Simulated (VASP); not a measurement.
# Rh (Im-3m) in VASP: single point with PBE

Aim: the single point of Rh with PBE.

All numbers are computed with VASP 6.6.1; they aren't measurements. Logs are shortened: lines on timing, memory, paths and dates and some standing lists are left out, and cuts for length are marked.

## Step 1: The cell of the first run

The structure is cubic, space group Im-3m (No. 229). Conventional cell: a = 3.075 Å, b = 3.075 Å, c = 3.075 Å, α = 90.00°, β = 90.00°, γ = 90.00°. Rh (site symmetry m-3m) has 14 Rh at 2.66 to 3.07 Å within 3.5 Å.

## Step 2: Single point, PBE

Input file INCAR:

```
ALGO = Normal
EDIFF = 1E-6
ENCUT = 520
GGA = PE
ISIF = 2
ISMEAR = -1
LASPH = T
LCHARG = T
LELF = T
LREAL = F
LVHAR = T
LWAVE = F
NBANDS = 14
NELM = 80
PREC = Accurate
SIGMA = 0.13605693000000002
```

Input file KPOINTS:

```
k-points
0
Gamma
  15 15 15
```

Input file POSCAR:

```
Rh
1.0
   -1.5374286657      1.5374286657      1.5374286657
    1.5374286657     -1.5374286657      1.5374286657
    1.5374286657      1.5374286657     -1.5374286657
Rh
1
Direct
    0.0000000000      0.0000000000      0.0000000000
```

Potentials or basis: VASP PAW PBE potentials, release 64 (Rh_pv).

On the command line:

```console
$ cat potpaw_PBE.64/Rh_pv/POTCAR > POTCAR
$ mpirun -np 1 vasp_std > vasp.out
```

OUTCAR:

```text
EDIFF = 1E-6
   ENCUT = 520
   GGA = PE
   ISIF = 2
   ISMEAR = -1
   LASPH = T
   LREAL = F
   NELM = 80
   PREC = Accurate

 ion  position               nearest neighbor table
   1  0.000  0.000  0.000-

  LATTYP: Found a body centered cubic cell.
 ALAT       =     3.0748573314

  Lattice vectors:

 A1 = (  -1.5374286657,   1.5374286657,   1.5374286657)
 A2 = (   1.5374286657,  -1.5374286657,   1.5374286657)
 A3 = (   1.5374286657,   1.5374286657,  -1.5374286657)

Analysis of symmetry for initial positions (statically):
=====================================================================
 Subroutine PRICEL returns:
 Original cell was already a primitive cell.

 Routine SETGRP: Setting up the symmetry group for a
 body centered cubic supercell.

 Subroutine GETGRP returns: Found 48 space group operations
 (whereof 48 operations were pure point group operations)
 out of a pool of 48 trial point group operations.

The static configuration has the point symmetry O_h .

Analysis of symmetry for dynamics (positions and initial velocities):
=====================================================================
 Subroutine PRICEL returns:
 Original cell was already a primitive cell.

 Routine SETGRP: Setting up the symmetry group for a
 body centered cubic supercell.

 Subroutine GETGRP returns: Found 48 space group operations
 (whereof 48 operations were pure point group operations)
 out of a pool of 48 trial point group operations.

The dynamic configuration has the point symmetry O_h .

 Subroutine INISYM returns: Found 48 space group operations
 (whereof 48 operations are pure point group operations),
 and found     1 'primitive' translations

----------------------------------------------------------------------------------------

                                     Primitive cell

  volume of cell :      14.5360

  direct lattice vectors                    reciprocal lattice vectors
    -1.537428666  1.537428666  1.537428666     0.000000000  0.325218341  0.325218341
     1.537428666 -1.537428666  1.537428666     0.325218341  0.000000000  0.325218341
     1.537428666  1.537428666 -1.537428666     0.325218341  0.325218341  0.000000000

  length of vectors
     2.662904562  2.662904562  2.662904562     0.459928189  0.459928189  0.459928189

  position of ions in fractional coordinates (direct lattice)
     0.000000000  0.000000000  0.000000000

  ion indices of the primitive-cell ions
   primitive index   ion index
                 1           1

----------------------------------------------------------------------------------------

 KPOINTS: k-points

Automatic generation of k-mesh.
 Grid dimensions read from file:
 generate k-points for:   15   15   15

 Generating k-lattice:

  Cartesian coordinates                     Fractional coordinates (reciprocal lattice)
     0.000000000  0.021681223  0.021681223     0.066666667  0.000000000  0.000000000
     0.021681223  0.000000000  0.021681223     0.000000000  0.066666667  0.000000000
     0.021681223  0.021681223  0.000000000     0.000000000  0.000000000  0.066666667

  Length of vectors
     0.030661879  0.030661879  0.030661879

  Shift w.r.t. Gamma in fractional coordinates (k-lattice)
     0.000000000  0.000000000  0.000000000

 Subroutine IBZKPT returns following result:
 ===========================================

 Found    120 irreducible k-points:

 Following reciprocal coordinates:
            Coordinates               Weight
  0.000000  0.000000  0.000000      1.000000
  0.066667  0.000000  0.000000     12.000000
  0.133333  0.000000  0.000000     12.000000
  0.200000  0.000000  0.000000     12.000000
  0.266667  0.000000  0.000000     12.000000
  0.333333  0.000000  0.000000     12.000000
[... 16 lines left out ...]
  0.333333  0.200000 -0.000000     48.000000
  0.400000  0.200000  0.000000     24.000000
 [... further k-points ...]
   k-points           NKPTS =    120   k-points in BZ     NKDIM =    120   number of bands    NBANDS=     14
   number of dos      NEDOS =    301   number of ions     NIONS =      1
   total plane-waves  NPLWV =   8000
   dimension x,y,z NGX =    20 NGY =   20 NGZ =   20
   dimension x,y,z NGXF=    40 NGYF=   40 NGZF=   40
   ions per type =               1
   NGX,Y,Z   is equivalent  to a cutoff of  12.49, 12.49, 12.49 a.u.
   NGXF,Y,Z  is equivalent  to a cutoff of  24.97, 24.97, 24.97 a.u.
 SYSTEM =  unknown system
   PREC   = accura    normal or accurate (medium, high low for compatibility)
   ISTART =      0    job   : 0-new  1-cont  2-samecut
   ICHARG =      2    charge: 1-file 2-atom 10-const
   ISPIN  =      1    spin polarized calculation?
   LNONCOLLINEAR =      F non collinear calculations
   LSORBIT =      F    spin-orbit coupling
   LASPH  =      T    aspherical Exc in radial PAW
   ENCUT  =  520.0 eV  38.22 Ry    6.18 a.u.   4.95  4.95  4.95*2*pi/ulx,y,z
   NELM   =     80;   NELMIN=  2; NELMDL= -5     # of ELM steps
   EDIFF  = 0.1E-05   stopping-criterion for ELM
   LREAL  =      F    real-space projection
   EDIFFG = 0.1E-04   stopping-criterion for IOM
   NSW    =      0    number of steps for IOM
   IBRION =     -1    ionic relax: 0-MD 1-quasi-New 2-CG
   NFREE  =      0    steps in history (QN), initial steepest desc. (CG)
   ISIF   =      2    stress and relaxation
   ISYM   =      2    0-nonsym 1-usesym 2-fastsym
   POTIM  = 0.5000    time-step for ionic-motion
   TEBEG  =    0.0;   TEEND  =   0.0 temperature during run
   PSTRESS=    0.0 pullay stress
   NELECT =      15.0000    total number of electrons
   NUPDOWN=      -1.0000    fix difference up-down
   EMIN   =  10.00;   EMAX   =-10.00  energy-range for DOS
   EFERMI =   0.00;   METHOD = LEGACY
   ISMEAR =    -1;   SIGMA  =   0.14  broadening in eV -4-tet -1-fermi 0-gaus
   EFERMI_NEDOS =   21; number of points for ismear=-14 and -15
   IALGO  =     38    algorithm
   IMIX   =      4    mixing-type and parameters
     AMIX     =   0.40;   BMIX     =  1.00
     AMIX_MAG =   1.60;   BMIX_MAG =  1.00
  volume/ion in A,a.u.               =      14.54        98.09
  Fermi-wavevector in a.u.,A,eV,Ry     =   1.654336  3.126241 37.236782  2.736826
  Thomas-Fermi vector in A             =   2.742620
   LORBIT       =      0    0 simple, 1 ext, 2 COOP (PROOUT), +10 PAW based schemes
   GGA     = PE    functional components
   LHFCALC =     F    Hartree Fock is set to
   AEXX    =    0.0000 exact exchange contribution
   IVDW    =     0    specifies the selected vdW correction
   LEPSILON=     F    determine dielectric tensor
   LRPA    =     F    only Hartree local field effects (RPA)
 non-spin polarized calculation
  energy-cutoff  :      520.00
  volume of cell :       14.54
 maximum number of plane-waves:       402
   NGX =  9   NGY =  9   NGZ =  9

 number of electron      15.0000006 magnetization

 Free energy of the ion-electron system (eV)
  ---------------------------------------------------
  ext. energy  EPLUGINS =         0.00000000
  ---------------------------------------------------
  free energy    TOTEN  =        -6.97511965 eV

  energy without entropy =       -6.84210660  energy(sigma->0) =       -6.90861313

 E-fermi :  10.7859     XC(G=0): -13.6569

 val. band max:       10.7502348866   @ k =   0.4000   0.1333   0.0667
 cond. band min:      10.7884768129   @ k =  -0.4000   0.4000   0.4000
 fundamental gap:      0.0382419263
 Fermi energy:        10.7858607259

 k-point     1 :       0.0000    0.0000    0.0000
  band No.  band energies     occupation
      1     -35.2152      2.00000
      2     -35.2152      2.00000
      3     -35.2152      2.00000
      4       3.3673      2.00000
      5       8.0264      2.00000
      6       8.0264      2.00000
      7       8.0264      2.00000
      8      10.3329      1.93081
      9      10.3329      1.93081
     10      29.1787      0.00000
     11      29.1787      0.00000
     12      29.1787      0.00000
     13      31.9003      0.00000
     14      38.7330      0.00000

 k-point     2 :       0.0667    0.0000    0.0000
  band No.  band energies     occupation
      1     -35.2428      2.00000
      2     -35.2244      2.00000
      3     -35.2152      2.00000
      4       3.5469      2.00000
      5       7.9557      2.00000
      6       8.0255      2.00000
      7       8.1670      2.00000
      8      10.2458      1.96294
      9      10.3379      1.92834
     10      29.2262      0.00000
     11      29.2418      0.00000
     12      29.4301      0.00000
     13      31.9002      0.00000
     14      37.2941      0.00000

 k-point     3 :       0.1333    0.0000    0.0000
  band No.  band energies     occupation
      1     -35.3203      2.00000
      2     -35.2503      2.00000
      3     -35.2151      2.00000
      4       4.0536      2.00000
      5       7.7612      2.00000
      6       8.0142      2.00000
      7       8.5780      2.00000
      8      10.0606      1.99036
      9      10.3559      1.91860
     10      29.0889      0.00000
     11      29.2524      0.00000
     12      30.1528      0.00000
     13      31.8995      0.00000
     14      35.7463      0.00000
[... 324 lines left out ...]
 k-point    23 :       0.3333    0.2000   -0.0000
  band No.  band energies     occupation
      1     -35.7474      2.00000
      2     -35.4880      2.00000
      3     -35.2753      2.00000
      4       6.0666      2.00000
      5       6.9284      2.00000
      6       8.6066      2.00000
      7      10.1727      1.97818
      8      10.9352      0.50031
      9      15.2130      0.00000
     10      20.6465      0.00000
     11      23.6875      0.00000
     12      28.1818      0.00000
     13      31.9021      0.00000
     14      34.0537      0.00000

 k-point    24 :       0.4000    0.2000    0.0000
  band No.  band energies     occupation
      1     -35.7573      2.00000
      2     -35.5054      2.00000
      3     -35.2764      2.00000
      4       6.0158      2.00000
      5       6.8987      2.00000
      6       8.7543      2.00000
      7      10.2343      1.96588
      8      11.0208      0.30203
      9      16.1184      0.00000
     10      19.5309      0.00000
     11      23.4066      0.00000
     12      27.9863      0.00000
     13      31.9020      0.00000
     14      34.6697      0.00000

 [... further k-points ...]
[... 5 lines left out ...]
  --------------------------------------------------------------------------------------
  -------------------------------------------------------------------------------------
  Total       -0.0071716     -0.0071716     -0.0071716      0.0000000      0.0000000      0.0000000
  in kB       -0.7904594     -0.7904594     -0.7904594      0.0000000      0.0000000      0.0000000
  external PRESSURE =      -0.7904594 kB  Pullay stress =       0.0000000 kB

 VOLUME and BASIS-vectors are now :
 -----------------------------------------------------------------------------
  energy-cutoff  :      520.00
  volume of cell :       14.54
      direct lattice vectors                 reciprocal lattice vectors
    -1.537428666  1.537428666  1.537428666     0.000000000  0.325218341  0.325218341
     1.537428666 -1.537428666  1.537428666     0.325218341  0.000000000  0.325218341
     1.537428666  1.537428666 -1.537428666     0.325218341  0.325218341  0.000000000

 POSITION                                       TOTAL-FORCE (eV/Angst)
 -----------------------------------------------------------------------------------
      0.00000      0.00000      0.00000         0.000000     -0.000000     -0.000000
 -----------------------------------------------------------------------------------
    total drift:                                0.000000     -0.000000      0.000000

  FREE ENERGIE OF THE ION-ELECTRON SYSTEM (eV)
  ---------------------------------------------------
  free  energy   TOTEN  =        -6.9751196549 eV

  energy  without entropy=       -6.8421065954  energy(sigma->0) =       -6.90861313
```

It took 11 s on 1 thread of Intel Xeon Platinum 8488C (Sapphire Rapids), shared host; peak memory 0.14 GiB.

What came out:

* Free energy: -6.9751 eV
* Pressure: -0.1 GPa

Levels at points of the mesh, in eV from the Fermi level:
```csv
k point,band 5,band 6,band 7,band 8,band 9,band 10,band 11,band 12
"(0.00, 0.00, 0.00)",-2.76,-2.76,-2.76,-0.45,-0.45,18.39,18.39,18.39
```
